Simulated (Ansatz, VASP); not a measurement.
Two plane-wave programs on Sb

The input INCAR:

```
SYSTEM = Sb
ALGO = Normal ; EDIFF = 1E-6
ENCUT = 520 ; GGA = PS
ISIF = 2 ; ISMEAR = 0
LASPH = .TRUE. ; LCHARG = .FALSE.
LREAL = .FALSE. ; LWAVE = .FALSE.
NBANDS = 18 ; NELM = 100
PREC = Accurate ; SIGMA = 0.1
```

KPOINTS

```
k-points
0
G
  12 12 12
  0 0 0
```

POSCAR

```
Sb
1.0
   -3.9444535183      3.9444535183      2.0128679216
    3.9444535183     -3.9444535183      2.0128679216
    3.9444535183      3.9444535183     -2.0128679216
Sb
4
Direct
    0.3355774193      0.1644225807      0.5000000000
    0.8355774193      0.3355774193      0.1711548386
    0.6644225807      0.8355774193      0.5000000000
    0.1644225807      0.6644225807      0.8288451614
```

Input for Ansatz:

```yaml
crystal:
  lattice:
    - [-3.9444535183, 3.9444535183, 2.0128679216]
    - [3.9444535183, -3.9444535183, 2.0128679216]
    - [3.9444535183, 3.9444535183, -2.0128679216]
  atoms:
    - { symbol: Sb, position: [0.3355774193, 0.1644225807, 0.5] }
    - { symbol: Sb, position: [0.8355774193, 0.3355774193, 0.1711548386] }
    - { symbol: Sb, position: [0.6644225807, 0.8355774193, 0.5] }
    - { symbol: Sb, position: [0.1644225807, 0.6644225807, 0.8288451614] }
basis:
  ecutwfc: 420
kpoints:
  mp_grid: { grid: [12, 12, 12] }
hamiltonian:
  xc: pbesol
scf:
  occupations: { method: gaussian, width: 0.1 }
output:
  forces: true
  stress: true
  eigenvalues: true
```

Alike in both runs: task single point; functional PBEsol; k mesh 12 × 12 × 12; occupations gaussian, width 0.1 eV; no spin polarisation.

|  | VASP | Ansatz |
| --- | --- | --- |
| version | VASP 6.6.1 | Ansatz 0.2.0 |
| potentials or method | VASP PAW PBE potentials, release 64 (Sb), cutoff 520 eV | scalar-relativistic, plane waves, PAW |
| valence electrons in the cell | 20 | 60 |

Ansatz gave:

| Property | Result |
| --- | --- |
| gap on the k mesh at the Fermi level (eV) | none |
| pressure (GPa) | 3.0 |
| traceless stress, the component that is largest in VASP (GPa) | 0.56 |
| rms of the force components (eV/Å) | 0.622 |

What did VASP give for the same quantities?

gap on the k mesh at the Fermi level (eV): none; pressure (GPa): 3.2; traceless stress, the component that is largest in VASP (GPa): 0.67; rms of the force components (eV/Å): 0.663.

VASP's potentials were made for PBE, not for PBEsol. Atom by atom the forces differ by 0.041 eV/Å (rms over components). A gap of «none» marks a metal or a gap that the smearing closes. VASP's potentials hold 20 valence electrons a cell and Ansatz's 60, so a difference there can come from the potentials and not from the codes.

Spin-orbit coupling is off throughout.
